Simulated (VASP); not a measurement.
# TaN (rocksalt type) (Fm-3m) in VASP: relaxation of cell and atoms with PBE

Aim: the relaxation of cell and atoms of TaN (rocksalt type) with PBE.

Program: VASP 6.6.1. These are calculated values, not measurements. Logs are shortened: lines on timing, memory, paths and dates and some standing lists are left out, and cuts for length are marked.

## Step 1: The cell of the first run

Symmetry: Fm-3m, No. 225, cubic system. Conventional cell: a = 4.309 Å, b = 4.309 Å, c = 4.309 Å, α = 90.00°, β = 90.00°, γ = 90.00°. Ta (site symmetry m-3m) has 6 N at 2.15 Å within 2.9 Å. N (site symmetry m-3m) has 6 Ta at 2.15 Å within 2.9 Å.

## Step 2: Relaxation of cell and atoms, PBE

INCAR reads:

```
SYSTEM = TaN
  PREC = Accurate
  ENCUT = 600
  EDIFF = 1E-6
  ISMEAR = -1
  SIGMA = 0.08
  LREAL = .FALSE.
  LASPH = .TRUE.
  NELM = 100
  ALGO = Normal
  ISIF = 3
  LWAVE = .FALSE.
  LCHARG = .FALSE.
  GGA = PE
  IBRION = 2
  NSW = 60
  EDIFFG = -0.005
```

KPOINTS reads:

```
Automatic mesh
0
G
  15 15 15
  0 0 0
```

POSCAR reads:

```
TaN
1.0
    0.0000000000      2.1544346900      2.1544346900
    2.1544346900      0.0000000000      2.1544346900
    2.1544346900      2.1544346900      0.0000000000
Ta N
1 1
Direct
    0.0000000000      0.0000000000      0.0000000000
    0.5000000000      0.5000000000      0.5000000000
```

Potentials or basis: VASP PAW PBE potentials, release 64 (Ta_pv, N).

Run with:

```bash
cat potpaw_PBE.64/Ta_pv/POTCAR potpaw_PBE.64/N/POTCAR > POTCAR
mpirun -np 1 vasp_std > vasp.out
```

OUTCAR:

```text
SYSTEM = TaN
   PREC = Accurate
   ENCUT = 600
   EDIFF = 1E-6
   ISMEAR = -1
   LREAL = .FALSE.
   LASPH = .TRUE.
   NELM = 100
   ISIF = 3
   GGA = PE
   IBRION = 2
   NSW = 60
   EDIFFG = -0.005

 ion  position               nearest neighbor table
   1  0.000  0.000  0.000-   2 2.15   2 2.15   2 2.15   2 2.15   2 2.15   2 2.15
   2  0.500  0.500  0.500-   1 2.15   1 2.15   1 2.15   1 2.15   1 2.15   1 2.15

  LATTYP: Found a face centered cubic cell.
 ALAT       =     4.3088693800

  Lattice vectors:

 A1 = (   0.0000000000,   2.1544346900,   2.1544346900)
 A2 = (   2.1544346900,   0.0000000000,   2.1544346900)
 A3 = (   2.1544346900,   2.1544346900,   0.0000000000)

Analysis of symmetry for initial positions (statically):
=====================================================================
 Subroutine PRICEL returns:
 Original cell was already a primitive cell.

 Routine SETGRP: Setting up the symmetry group for a
 face centered cubic supercell.

 Subroutine GETGRP returns: Found 48 space group operations
 (whereof 48 operations were pure point group operations)
 out of a pool of 48 trial point group operations.

The static configuration has the point symmetry O_h .

Analysis of symmetry for dynamics (positions and initial velocities):
=====================================================================
 Subroutine PRICEL returns:
 Original cell was already a primitive cell.

 Routine SETGRP: Setting up the symmetry group for a
 face centered cubic supercell.

 Subroutine GETGRP returns: Found 48 space group operations
 (whereof 48 operations were pure point group operations)
 out of a pool of 48 trial point group operations.

The dynamic configuration has the point symmetry O_h .

 Subroutine INISYM returns: Found 48 space group operations
 (whereof 48 operations are pure point group operations),
 and found     1 'primitive' translations

----------------------------------------------------------------------------------------

                                     Primitive cell

  volume of cell :      20.0000

  direct lattice vectors                    reciprocal lattice vectors
     0.000000000  2.154434690  2.154434690    -0.232079442  0.232079442  0.232079442
     2.154434690  0.000000000  2.154434690     0.232079442 -0.232079442  0.232079442
     2.154434690  2.154434690  0.000000000     0.232079442  0.232079442 -0.232079442

  length of vectors
     3.046830758  3.046830758  3.046830758     0.401973384  0.401973384  0.401973384

  position of ions in fractional coordinates (direct lattice)
     0.000000000  0.000000000  0.000000000
     0.500000000  0.500000000  0.500000000

  ion indices of the primitive-cell ions
   primitive index   ion index
                 1           1
                 2           2

----------------------------------------------------------------------------------------

 KPOINTS: Automatic mesh

Automatic generation of k-mesh.
 Grid dimensions read from file:
 generate k-points for:   15   15   15

 Generating k-lattice:

  Cartesian coordinates                     Fractional coordinates (reciprocal lattice)
    -0.015471963  0.015471963  0.015471963     0.066666667  0.000000000  0.000000000
     0.015471963 -0.015471963  0.015471963     0.000000000  0.066666667  0.000000000
     0.015471963  0.015471963 -0.015471963     0.000000000  0.000000000  0.066666667

  Length of vectors
     0.026798226  0.026798226  0.026798226

  Shift w.r.t. Gamma in fractional coordinates (k-lattice)
     0.000000000  0.000000000  0.000000000

 Subroutine IBZKPT returns following result:
 ===========================================

 Found    120 irreducible k-points:

 Following reciprocal coordinates:
            Coordinates               Weight
  0.000000  0.000000  0.000000      1.000000
  0.066667  0.000000  0.000000      8.000000
  0.133333  0.000000  0.000000      8.000000
  0.200000  0.000000  0.000000      8.000000
  0.266667  0.000000  0.000000      8.000000
  0.333333  0.000000  0.000000      8.000000
[... 16 lines left out ...]
  0.133333  0.133333  0.000000      6.000000
  0.200000  0.133333  0.000000     24.000000
 [... further k-points ...]
   k-points           NKPTS =    120   k-points in BZ     NKDIM =    120   number of bands    NBANDS=     12
   number of dos      NEDOS =    301   number of ions     NIONS =      2
   total plane-waves  NPLWV =  13824
   dimension x,y,z NGX =    24 NGY =   24 NGZ =   24
   dimension x,y,z NGXF=    48 NGYF=   48 NGZF=   48
   ions per type =               1   1
   NGX,Y,Z   is equivalent  to a cutoff of  13.10, 13.10, 13.10 a.u.
   NGXF,Y,Z  is equivalent  to a cutoff of  26.19, 26.19, 26.19 a.u.
 SYSTEM =  TaN
   PREC   = accura    normal or accurate (medium, high low for compatibility)
   ISTART =      0    job   : 0-new  1-cont  2-samecut
   ICHARG =      2    charge: 1-file 2-atom 10-const
   ISPIN  =      1    spin polarized calculation?
   LNONCOLLINEAR =      F non collinear calculations
   LSORBIT =      F    spin-orbit coupling
   LASPH  =      T    aspherical Exc in radial PAW
   ENCUT  =  600.0 eV  44.10 Ry    6.64 a.u.   6.09  6.09  6.09*2*pi/ulx,y,z
   NELM   =    100;   NELMIN=  2; NELMDL= -5     # of ELM steps
   EDIFF  = 0.1E-05   stopping-criterion for ELM
   LREAL  =      F    real-space projection
   EDIFFG = -.5E-02   stopping-criterion for IOM
   NSW    =     60    number of steps for IOM
   IBRION =      2    ionic relax: 0-MD 1-quasi-New 2-CG
   NFREE  =      1    steps in history (QN), initial steepest desc. (CG)
   ISIF   =      3    stress and relaxation
   ISYM   =      2    0-nonsym 1-usesym 2-fastsym
   POTIM  = 0.5000    time-step for ionic-motion
   TEBEG  =    0.0;   TEEND  =   0.0 temperature during run
   PSTRESS=    0.0 pullay stress
   NELECT =      16.0000    total number of electrons
   NUPDOWN=      -1.0000    fix difference up-down
   EMIN   =  10.00;   EMAX   =-10.00  energy-range for DOS
   EFERMI =   0.00;   METHOD = LEGACY
   ISMEAR =    -1;   SIGMA  =   0.08  broadening in eV -4-tet -1-fermi 0-gaus
   EFERMI_NEDOS =   21; number of points for ismear=-14 and -15
   IALGO  =     38    algorithm
   IMIX   =      4    mixing-type and parameters
     AMIX     =   0.40;   BMIX     =  1.00
     AMIX_MAG =   1.60;   BMIX_MAG =  1.00
  volume/ion in A,a.u.               =      10.00        67.48
  Fermi-wavevector in a.u.,A,eV,Ry     =   1.519748  2.871907 31.424465  2.309633
  Thomas-Fermi vector in A             =   2.628692
   LORBIT       =      0    0 simple, 1 ext, 2 COOP (PROOUT), +10 PAW based schemes
   GGA     = PE    functional components
   LHFCALC =     F    Hartree Fock is set to
   AEXX    =    0.0000 exact exchange contribution
   IVDW    =     0    specifies the selected vdW correction
   LEPSILON=     F    determine dielectric tensor
   LRPA    =     F    only Hartree local field effects (RPA)
 conjugate gradient relaxation of ions
 non-spin polarized calculation
  energy-cutoff  :      600.00
  volume of cell :       20.00
 maximum number of plane-waves:       681
   NGX = 13   NGY = 13   NGZ = 13

--------------------------------------- Ionic step        1  -------------------------------------------

 number of electron      15.9999998 magnetization

 Free energy of the ion-electron system (eV)
  ---------------------------------------------------
  ext. energy  EPLUGINS =         0.00000000
  ---------------------------------------------------
  free energy    TOTEN  =       -21.70023995 eV

  energy without entropy =      -21.68642914  energy(sigma->0) =      -21.69333455

 E-fermi :  10.2555     XC(G=0): -13.7809

 val. band max:       10.2242992515   @ k =   0.2000   0.1333   0.0000
 cond. band min:      10.3035807828   @ k =   0.2000   0.1333   0.0000
 fundamental gap:      0.0792815314
 Fermi energy:        10.2555110050

 k-point     1 :       0.0000    0.0000    0.0000
  band No.  band energies     occupation
      1     -25.4005      2.00000
      2     -25.4005      2.00000
      3     -25.4005      2.00000
      4      -9.1206      2.00000
      5       6.2501      2.00000
      6       6.2501      2.00000
      7       6.2501      2.00000
      8       7.9732      2.00000
      9       7.9732      2.00000
     10       7.9732      2.00000
     11      10.3342      0.54435
     12      10.3342      0.54435
[... 331 lines left out ...]
 k-point    24 :       0.2000    0.1333    0.0000
  band No.  band energies     occupation
      1     -25.7100      2.00000
      2     -25.4885      2.00000
      3     -25.4773      2.00000
      4      -8.1993      2.00000
      5       2.7432      2.00000
      6       4.9281      2.00000
      7       5.1019      2.00000
      8       7.1109      2.00000
      9      10.2243      1.19264
     10      10.3036      0.70829
     11      11.3432      0.00000
     12      12.5720      0.00000

 [... further k-points ...]

------------------------ aborting loop because EDIFF is reached ----------------------------------------

  FORCE on cell =-STRESS in cart. coord.  units (eV):
  Direction    XX          YY          ZZ          XY          YZ          ZX
  --------------------------------------------------------------------------------------
  -------------------------------------------------------------------------------------
  Total        3.7408806      3.7408806      3.7408806      0.0000000      0.0000000     -0.0000000
  in kB      299.6777046    299.6777046    299.6777046      0.0000000      0.0000000     -0.0000000
  external PRESSURE =     299.6777046 kB  Pullay stress =       0.0000000 kB
[... 89 lines left out ...]
  FREE ENERGIE OF THE ION-ELECTRON SYSTEM (eV)
  ---------------------------------------------------
  free  energy   TOTEN  =       -21.8384655428 eV

  energy  without entropy=      -21.8226205324  energy(sigma->0) =      -21.83054304

[... ionic steps 4 to 16 ...]

--------------------------------------- Ionic step       17  -------------------------------------------

 number of electron      16.0000003 magnetization

------------------------ aborting loop because EDIFF is reached ----------------------------------------

  FORCE on cell =-STRESS in cart. coord.  units (eV):
  Direction    XX          YY          ZZ          XY          YZ          ZX
  --------------------------------------------------------------------------------------
  -------------------------------------------------------------------------------------
  Total        0.0130420      0.0130420      0.0130420      0.0000000     -0.0000000      0.0000000
  in kB        0.9680034      0.9680034      0.9680034      0.0000000     -0.0000000      0.0000000
  external PRESSURE =       0.9680034 kB  Pullay stress =       0.0000000 kB
[... 57 lines left out ...]
  energy  without entropy=      -21.8233510164  energy(sigma->0) =      -21.83120949

--------------------------------------- Ionic step       19  -------------------------------------------

 number of electron      16.0000003 magnetization

 Free energy of the ion-electron system (eV)
  ---------------------------------------------------
  ext. energy  EPLUGINS =         0.00000000
  ---------------------------------------------------
  free energy    TOTEN  =       -21.83907045 eV

  energy without entropy =      -21.82336176  energy(sigma->0) =      -21.83121611

 E-fermi :   9.3677     XC(G=0): -13.3528

 val. band max:        9.3410635012   @ k =   0.2000   0.1333   0.0000
 cond. band min:       9.3997258751   @ k =   0.2000   0.1333   0.0000
 fundamental gap:      0.0586623739
 Fermi energy:         9.3677156723

 k-point     1 :       0.0000    0.0000    0.0000
  band No.  band energies     occupation
      1     -26.4346      2.00000
      2     -26.4346      2.00000
      3     -26.4346      2.00000
      4      -9.3649      2.00000
      5       5.5895      2.00000
      6       5.5895      2.00000
      7       5.5895      2.00000
      8       7.3089      2.00000
      9       7.3089      2.00000
     10       7.3089      2.00000
     11       9.4330      0.61337
     12       9.4330      0.61336
[... 331 lines left out ...]
 k-point    24 :       0.2000    0.1333    0.0000
  band No.  band energies     occupation
      1     -26.6632      2.00000
      2     -26.5013      2.00000
      3     -26.4930      2.00000
      4      -8.5703      2.00000
      5       2.3210      2.00000
      6       4.3673      2.00000
      7       4.5262      2.00000
      8       6.5271      2.00000
      9       9.3411      1.16505
     10       9.3997      0.80256
     11      10.3425      0.00001
     12      11.2080      0.00000

 [... further k-points ...]

------------------------ aborting loop because EDIFF is reached ----------------------------------------

  FORCE on cell =-STRESS in cart. coord.  units (eV):
  Direction    XX          YY          ZZ          XY          YZ          ZX
  --------------------------------------------------------------------------------------
  -------------------------------------------------------------------------------------
  Total       -0.0021242     -0.0021242     -0.0021242      0.0000000     -0.0000000      0.0000000
  in kB       -0.1576132     -0.1576132     -0.1576132      0.0000000     -0.0000000      0.0000000
  external PRESSURE =      -0.1576132 kB  Pullay stress =       0.0000000 kB
[... 17 lines left out ...]
  FREE ENERGIE OF THE ION-ELECTRON SYSTEM (eV)
  ---------------------------------------------------
  free  energy   TOTEN  =       -21.8390704482 eV

  energy  without entropy=      -21.8233617618  energy(sigma->0) =      -21.83121611

 reached required accuracy - stopping structural energy minimisation
```

Wall time 2.7 min (1 thread of Intel Xeon 8259CL, shared host); peak memory 0.18 GiB.

Results:

| Property | Result |
| --- | --- |
| Free energy | -21.8391 eV |
| Relaxed volume | 10.80 Å³/atom |
| Relaxed cell | a = 3.126 Å, b = 3.126 Å, c = 3.126 Å, α = 60.00°, β = 60.00°, γ = 60.00° |
| Space group after relaxing (to 0.1 Å) | Fm-3m (No. 225) |
| Energy gained by relaxing | 69.4 meV/atom |
| Ionic steps | 19 |
| Pressure after relaxing | 0.0 GPa |
| Band gap on the k mesh | zero (bands 8 and 9 overlap by 3.83 eV) |

Step by step:
| step | energy change (eV) | largest force (eV/Å) | pressure (GPa) | volume (Å³) |
| --- | --- | --- | --- | --- |
| 1 | 0.0000 | 0.0000 | 29.97 | 20.00 |
| 2 | 0.4986 | 0.0000 | -39.91 | 25.92 |
| 3 | -0.1382 | 0.0000 | -1.69 | 21.70 |
| 4 | -0.1388 | 0.0000 | -0.18 | 21.60 |
| 5 | -0.1388 | 0.0000 | 0.30 | 21.57 |
| 6 | -0.1388 | 0.0000 | 0.33 | 21.57 |
| 7 | -0.1388 | 0.0000 | 0.33 | 21.57 |
| 8 | -0.1388 | 0.0000 | 0.29 | 21.57 |
| 9 | -0.1388 | 0.0000 | 0.29 | 21.57 |
| 10 | -0.1388 | 0.0000 | 0.29 | 21.57 |
| 11 | -0.1388 | 0.0000 | 0.29 | 21.57 |
| 12 | -0.1388 | 0.0000 | 0.29 | 21.57 |
| 13 | -0.1388 | 0.0000 | 0.29 | 21.57 |
| 14 | -0.1388 | 0.0000 | 0.29 | 21.57 |
| 15 | -0.1388 | 0.0000 | 0.28 | 21.58 |
| 16 | -0.1388 | 0.0000 | 0.20 | 21.58 |
| 17 | -0.1388 | 0.0000 | 0.10 | 21.59 |
| 18 | -0.1388 | 0.0000 | -0.10 | 21.60 |
| 19 | -0.1388 | 0.0000 | -0.02 | 21.59 |

Final structure:
```
Ta N
1.0
     0.00000    2.21017    2.21017
     2.21017    0.00000    2.21017
     2.21017    2.21017    0.00000
Ta N
1 1
Direct
  0.00000 0.00000 0.00000
  0.50000 0.50000 0.50000
```

Caveat: spin-orbit coupling is left out, which moves the levels of the heavy elements.
